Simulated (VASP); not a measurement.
# Bi (R-3m) in VASP: a series of runs

Aim: see how the results for Bi move with the level of theory and the settings. Levels: PBEsol+D3(BJ), PBEsol+D4, PBEsol. Tasks: single point, relaxation of cell and atoms.

Everything below comes from runs of VASP 6.6.1. Logs are shortened: lines on timing, memory, paths and dates and some standing lists are left out, and cuts for length are marked.

**1. The cell of the first run**

It takes space group R-3m (No. 166, trigonal). Conventional cell: a = 4.484 Å, b = 4.484 Å, c = 11.268 Å, α = 90.00°, β = 90.00°, γ = 120.00°. Within 4.0 Å of Bi (site symmetry 3m) lie 6 Bi at 3.06 to 3.35 Å.

**2. Single point, PBEsol+D3(BJ)**

INCAR

```
SYSTEM = Bi
  ALGO = Normal
  EDIFF = 1E-6
  ENCUT = 520
  GGA = PS
  ISIF = 2
  ISMEAR = -1
  IVDW = 12
  LASPH = .TRUE.
  LCHARG = .FALSE.
  LREAL = .FALSE.
  LWAVE = .FALSE.
  NBANDS = 22
  NELM = 80
  PREC = Accurate
  SIGMA = 0.05
```

KPOINTS

```
k-points
0
G
  7 7 7
  0 0 0
```

POSCAR

```
Bi
1.0
    2.2418769581      1.2943482652      3.7560003235
   -2.2418769581      1.2943482652      3.7560003235
    0.0000000000     -2.5886965305      3.7560003235
Bi
2
Direct
    0.7608376445      0.7608376445      0.7608376445
    0.2391623555      0.2391623555      0.2391623555
```

Potentials or basis: VASP PAW PBE potentials, release 64 (Bi_d).

Run with:

```sh
$ cat potpaw_PBE.64/Bi_d/POTCAR > POTCAR
$ mpirun -np 1 vasp_std > vasp.out
```

OUTCAR:

```text
SYSTEM = Bi
   EDIFF = 1E-6
   ENCUT = 520
   GGA = PS
   ISIF = 2
   ISMEAR = -1
   IVDW = 12
   LASPH = .TRUE.
   LREAL = .FALSE.
   NELM = 80
   PREC = Accurate
 IVDW          = 12

 ion  position               nearest neighbor table
   1  0.761  0.761  0.761-   2 3.06   2 3.06   2 3.06   2 3.35   2 3.35   2 3.35
   2  0.239  0.239  0.239-   1 3.06   1 3.06   1 3.06   1 3.35   1 3.35   1 3.35

  LATTYP: Found a trigonal (rhomboedric) cell.
 ALAT       =     4.5616760250
 COS(alpha) =     0.5169360076

  Lattice vectors:

 A1 = (   2.2418769581,   1.2943482652,   3.7560003235)
 A2 = (  -2.2418769581,   1.2943482652,   3.7560003235)
 A3 = (   0.0000000000,  -2.5886965305,   3.7560003235)

Analysis of symmetry for initial positions (statically):
=====================================================================
 Subroutine PRICEL returns:
 Original cell was already a primitive cell.

 Routine SETGRP: Setting up the symmetry group for a
 trigonal (rhombohedral) supercell.

 Subroutine GETGRP returns: Found 12 space group operations
 (whereof 12 operations were pure point group operations)
 out of a pool of 12 trial point group operations.

The static configuration has the point symmetry D_3d.

Analysis of symmetry for dynamics (positions and initial velocities):
=====================================================================
 Subroutine PRICEL returns:
 Original cell was already a primitive cell.

 Routine SETGRP: Setting up the symmetry group for a
 trigonal (rhombohedral) supercell.

 Subroutine GETGRP returns: Found 12 space group operations
 (whereof 12 operations were pure point group operations)
 out of a pool of 12 trial point group operations.

The dynamic configuration has the point symmetry D_3d.

 Subroutine INISYM returns: Found 12 space group operations
 (whereof 12 operations are pure point group operations),
 and found     1 'primitive' translations

----------------------------------------------------------------------------------------

                                     Primitive cell

  volume of cell :      65.3943

  direct lattice vectors                    reciprocal lattice vectors
     2.241876958  1.294348265  3.756000323     0.223027405  0.128764932  0.088746886
    -2.241876958  1.294348265  3.756000323    -0.223027405  0.128764932  0.088746886
     0.000000000 -2.588696531  3.756000323     0.000000000 -0.257529864  0.088746886

  length of vectors
     4.561676025  4.561676025  4.561676025     0.272392439  0.272392439  0.272392439

  position of ions in fractional coordinates (direct lattice)
     0.760837645  0.760837645  0.760837645
     0.239162355  0.239162355  0.239162355

  ion indices of the primitive-cell ions
   primitive index   ion index
                 1           1
                 2           2

----------------------------------------------------------------------------------------

 KPOINTS: k-points

Automatic generation of k-mesh.
 Grid dimensions read from file:
 generate k-points for:    7    7    7

 Generating k-lattice:

  Cartesian coordinates                     Fractional coordinates (reciprocal lattice)
     0.031861058  0.018394990  0.012678127     0.142857143 -0.000000000  0.000000000
    -0.031861058  0.018394990  0.012678127    -0.000000000  0.142857143  0.000000000
     0.000000000 -0.036789981  0.012678127     0.000000000  0.000000000  0.142857143

  Length of vectors
     0.038913206  0.038913206  0.038913206

  Shift w.r.t. Gamma in fractional coordinates (k-lattice)
     0.000000000  0.000000000  0.000000000

 Subroutine IBZKPT returns following result:
 ===========================================

 Found     44 irreducible k-points:

 Following reciprocal coordinates:
            Coordinates               Weight
  0.000000  0.000000  0.000000      1.000000
  0.142857 -0.000000  0.000000      6.000000
  0.285714 -0.000000  0.000000      6.000000
  0.428571 -0.000000 -0.000000      6.000000
  0.142857  0.142857  0.000000      6.000000
  0.285714  0.142857  0.000000     12.000000
[... 16 lines left out ...]
  0.285714  0.285714  0.142857      6.000000
  0.428571  0.285714  0.142857     12.000000
 [... further k-points ...]
   k-points           NKPTS =     44   k-points in BZ     NKDIM =     44   number of bands    NBANDS=     22
   number of dos      NEDOS =    301   number of ions     NIONS =      2
   total plane-waves  NPLWV =  46656
   dimension x,y,z NGX =    36 NGY =   36 NGZ =   36
   dimension x,y,z NGXF=    72 NGYF=   72 NGZF=   72
   ions per type =               2
   NGX,Y,Z   is equivalent  to a cutoff of  13.12, 13.12, 13.12 a.u.
   NGXF,Y,Z  is equivalent  to a cutoff of  26.24, 26.24, 26.24 a.u.
 SYSTEM =  Bi
   PREC   = accura    normal or accurate (medium, high low for compatibility)
   ISTART =      0    job   : 0-new  1-cont  2-samecut
   ICHARG =      2    charge: 1-file 2-atom 10-const
   ISPIN  =      1    spin polarized calculation?
   LNONCOLLINEAR =      F non collinear calculations
   LSORBIT =      F    spin-orbit coupling
   LASPH  =      T    aspherical Exc in radial PAW
   ENCUT  =  520.0 eV  38.22 Ry    6.18 a.u.   8.48  8.48  8.48*2*pi/ulx,y,z
   NELM   =     80;   NELMIN=  2; NELMDL= -5     # of ELM steps
   EDIFF  = 0.1E-05   stopping-criterion for ELM
   LREAL  =      F    real-space projection
   EDIFFG = 0.1E-04   stopping-criterion for IOM
   NSW    =      0    number of steps for IOM
   IBRION =     -1    ionic relax: 0-MD 1-quasi-New 2-CG
   NFREE  =      0    steps in history (QN), initial steepest desc. (CG)
   ISIF   =      2    stress and relaxation
   ISYM   =      2    0-nonsym 1-usesym 2-fastsym
   POTIM  = 0.5000    time-step for ionic-motion
   TEBEG  =    0.0;   TEEND  =   0.0 temperature during run
   PSTRESS=    0.0 pullay stress
   NELECT =      30.0000    total number of electrons
   NUPDOWN=      -1.0000    fix difference up-down
   EMIN   =  10.00;   EMAX   =-10.00  energy-range for DOS
   EFERMI =   0.00;   METHOD = LEGACY
   ISMEAR =    -1;   SIGMA  =   0.05  broadening in eV -4-tet -1-fermi 0-gaus
   EFERMI_NEDOS =   21; number of points for ismear=-14 and -15
   IALGO  =     38    algorithm
   IMIX   =      4    mixing-type and parameters
     AMIX     =   0.40;   BMIX     =  1.00
     AMIX_MAG =   1.60;   BMIX_MAG =  1.00
  volume/ion in A,a.u.               =      32.70       220.65
  Fermi-wavevector in a.u.,A,eV,Ry     =   1.262608  2.385984 21.690133  1.594180
  Thomas-Fermi vector in A             =   2.396008
   LORBIT       =      0    0 simple, 1 ext, 2 COOP (PROOUT), +10 PAW based schemes
   GGA     = PS    functional components
   LHFCALC =     F    Hartree Fock is set to
   AEXX    =    0.0000 exact exchange contribution
   IVDW    =    12    specifies the selected vdW correction
   LEPSILON=     F    determine dielectric tensor
   LRPA    =     F    only Hartree local field effects (RPA)
 non-spin polarized calculation
  energy-cutoff  :      520.00
  volume of cell :       65.39
 maximum number of plane-waves:      1789
 NGX is ok and might be reduce to    36
   NGX = 17   NGY = 17   NGZ = 17

 number of electron      30.0000002 magnetization

 Free energy of the ion-electron system (eV)
  ---------------------------------------------------
  ext. energy  EPLUGINS =         0.00000000
  ---------------------------------------------------
  free energy    TOTEN  =        -8.60930860 eV

  energy without entropy =       -8.60787174  energy(sigma->0) =       -8.60859017

 E-fermi :   6.9715     XC(G=0): -10.0599

 val. band max:        6.8764836047   @ k =   0.1429   0.1429   0.0000
 cond. band min:       7.0647927477   @ k =   0.4286  -0.0000  -0.0000
 fundamental gap:      0.1883091430
 Fermi energy:         6.9714733911

 k-point     1 :       0.0000    0.0000    0.0000
  band No.  band energies     occupation
      1     -15.9468      2.00000
      2     -15.9468      2.00000
      3     -15.7684      2.00000
      4     -15.7684      2.00000
      5     -15.7595      2.00000
      6     -15.5470      2.00000
[... 14 lines left out ...]
     21      12.5677      0.00000
     22      13.2085      0.00000

 k-point     2 :       0.1429   -0.0000    0.0000
  band No.  band energies     occupation
      1     -15.9252      2.00000
      2     -15.9232      2.00000
      3     -15.7588      2.00000
      4     -15.7554      2.00000
      5     -15.7472      2.00000
      6     -15.5581      2.00000
[... 14 lines left out ...]
     21      12.8782      0.00000
     22      14.8605      0.00000

 k-point     3 :       0.2857   -0.0000    0.0000
  band No.  band energies     occupation
      1     -15.8665      2.00000
      2     -15.8567      2.00000
      3     -15.7342      2.00000
      4     -15.7201      2.00000
      5     -15.7122      2.00000
      6     -15.5936      2.00000
[... 14 lines left out ...]
     21      13.9408      0.00000
     22      17.4063      0.00000

 k-point     4 :       0.4286   -0.0000   -0.0000
  band No.  band energies     occupation
      1     -15.7974      2.00000
      2     -15.7631      2.00000
      3     -15.7081      2.00000
      4     -15.6739      2.00000
      5     -15.6723      2.00000
      6     -15.6453      2.00000
[... 14 lines left out ...]
     21      15.6319      0.00000
     22      16.7423      0.00000

 k-point     5 :       0.1429    0.1429    0.0000
  band No.  band energies     occupation
      1     -15.9436      2.00000
      2     -15.8936      2.00000
      3     -15.7693      2.00000
      4     -15.7458      2.00000
      5     -15.7384      2.00000
      6     -15.5654      2.00000
[... 14 lines left out ...]
     21      13.4725      0.00000
     22      14.1856      0.00000

 k-point     6 :       0.2857    0.1429    0.0000
  band No.  band energies     occupation
      1     -15.9184      2.00000
      2     -15.8305      2.00000
      3     -15.7587      2.00000
      4     -15.7208      2.00000
      5     -15.7067      2.00000
      6     -15.5961      2.00000
[... 14 lines left out ...]
     21      14.4441      0.00000
     22      15.7491      0.00000

 k-point     7 :       0.4286    0.1429   -0.0000
  band No.  band energies     occupation
      1     -15.8574      2.00000
      2     -15.7609      2.00000
      3     -15.7238      2.00000
      4     -15.6983      2.00000
      5     -15.6647      2.00000
      6     -15.6437      2.00000
[... 324 lines left out ...]
      6     -15.6423      2.00000
[... 14 lines left out ...]
     21      15.4070      0.00000
     22      17.5842      0.00000

 k-point    21 :      -0.2857    0.1429    0.1429
  band No.  band energies     occupation
      1     -15.8596      2.00000
      2     -15.7445      2.00000
      3     -15.7350      2.00000
      4     -15.6829      2.00000
      5     -15.6669      2.00000
      6     -15.6392      2.00000
[... 14 lines left out ...]
     21      16.2141      0.00000
     22      16.7852      0.00000

 k-point    22 :      -0.1429    0.1429    0.1429
  band No.  band energies     occupation
      1     -15.9192      2.00000
      2     -15.8254      2.00000
      3     -15.7627      2.00000
      4     -15.7124      2.00000
      5     -15.7040      2.00000
      6     -15.6018      2.00000
[... 14 lines left out ...]
     21      14.5622      0.00000
     22      15.8337      0.00000

 k-point    23 :       0.2857    0.2857    0.1429
  band No.  band energies     occupation
      1     -15.9201      2.00000
      2     -15.8358      2.00000
      3     -15.7611      2.00000
      4     -15.7222      2.00000
      5     -15.7148      2.00000
      6     -15.5863      2.00000
[... 14 lines left out ...]
     21      14.6004      0.00000
     22      15.6163      0.00000

 k-point    24 :       0.4286    0.2857    0.1429
  band No.  band energies     occupation
      1     -15.8995      2.00000
      2     -15.7825      2.00000
      3     -15.7517      2.00000
      4     -15.6979      2.00000
      5     -15.6908      2.00000
      6     -15.6100      2.00000
[... 14 lines left out ...]
     21      15.4778      0.00000
     22      16.2923      0.00000

 [... further k-points ...]

------------------------ aborting loop because EDIFF is reached ----------------------------------------

 Edisp (eV)   -0.99648

 E8    (eV) :    -0.7126

  FORCE on cell =-STRESS in cart. coord.  units (eV):
  Direction    XX          YY          ZZ          XY          YZ          ZX
  --------------------------------------------------------------------------------------
  -------------------------------------------------------------------------------------
  Total      -0.12650    -0.12650    -0.12838     0.00000     0.00000     0.00000
  in kB      -3.09932    -3.09932    -3.14537     0.00000     0.00000     0.00000
  external pressure =       -3.11 kB  Pullay stress =        0.00 kB

 VOLUME and BASIS-vectors are now :
 -----------------------------------------------------------------------------
  energy-cutoff  :      520.00
  volume of cell :       65.39
      direct lattice vectors                 reciprocal lattice vectors
     2.241876958  1.294348265  3.756000323     0.223027405  0.128764932  0.088746886
    -2.241876958  1.294348265  3.756000323    -0.223027405  0.128764932  0.088746886
     0.000000000 -2.588696531  3.756000323     0.000000000 -0.257529864  0.088746886

 POSITION                                       TOTAL-FORCE (eV/Angst)
 -----------------------------------------------------------------------------------
      0.00000     -0.00000      8.57312         0.000000      0.000000     -0.003771
      0.00000     -0.00000      2.69488         0.000000     -0.000000      0.003771
 -----------------------------------------------------------------------------------
    total drift:                                0.000000      0.000000     -0.000000

  FREE ENERGIE OF THE ION-ELECTRON SYSTEM (eV)
  ---------------------------------------------------
  free  energy   TOTEN  =        -9.6057864887 eV

  energy  without entropy=       -9.6043496277  energy(sigma->0) =       -9.60506806
```

Run time: 35 s. Hardware: 1 thread of AMD EPYC 9R45 (Zen 5), shared host; peak memory 0.2 GiB.

What came out:

| Quantity | Value |
| --- | --- |
| Free energy | -9.6058 eV |
| Pressure | -0.3 GPa |
| Largest force | 0.004 eV/Å |
| Dispersion energy per atom | -0.498 eV |

Forces on the atoms (eV/Å):
```
Bi   0.000  0.000 -0.004
Bi   0.000  0.000  0.004
```

Caveat: three body term missing; the PAW data sets were made with another functional, which shifts forces and pressure a little; spin-orbit coupling is left out, which moves the levels of the heavy elements.

**3. Single point, PBEsol+D4**

This run uses another cell than the first one, of 33.25 Å³/atom.

INCAR

```
SYSTEM = Bi
  PREC = Accurate
  ENCUT = 520
  EDIFF = 1E-6
  ISMEAR = -1
  SIGMA = 0.05
  LREAL = .False.
  LASPH = .True.
  NELM = 80
  ALGO = Normal
  ISIF = 2
  LWAVE = .False.
  LCHARG = .False.
  GGA = PS
  IVDW = 13
  NBANDS = 22
```

KPOINTS

```
Automatic mesh
0
Gamma
  7 7 7
  0 0 0
```

POSCAR

```
Bi
1.0
    2.2517681524      1.3000589489      3.7861257166
   -2.2517681524      1.3000589489      3.7861257166
    0.0000000000     -2.6001178979      3.7861257166
Bi
2
Direct
    0.7617379481      0.7617379481      0.7617379481
    0.2382620519      0.2382620519      0.2382620519
```

Potentials or basis: VASP PAW PBE potentials, release 64 (Bi_d).

Run with:

```sh
$ cat potpaw_PBE.64/Bi_d/POTCAR > POTCAR
$ mpirun -np 1 vasp_std > vasp.out
```

It took 35 s on 1 thread of AMD EPYC 9R45 (Zen 5), shared host; peak memory 0.19 GiB.

Results (log left out):

* Free energy: -9.2197 eV
* Pressure: -0.1 GPa
* Largest force: 0.011 eV/Å
* Dispersion energy per atom: -0.299 eV

Forces in eV/Å, atoms in the order of the input:
```
Bi   0.000  0.000 -0.011
Bi   0.000  0.000  0.011
```

Levels at points of the mesh, in eV from the Fermi level:
| k point | band 12 | band 13 | band 14 | band 15 | band 16 | band 17 | band 18 | band 19 |
| --- | --- | --- | --- | --- | --- | --- | --- | --- |
| (0.00, 0.00, 0.00) | -7.21 | -1.41 | -1.29 | -1.29 | 2.95 | 3.22 | 3.22 | 5.58 |

Caveat: the PAW data sets were made with another functional, which shifts forces and pressure a little; spin-orbit coupling is left out, which moves the levels of the heavy elements.

(Continued in part 2 of 2.)
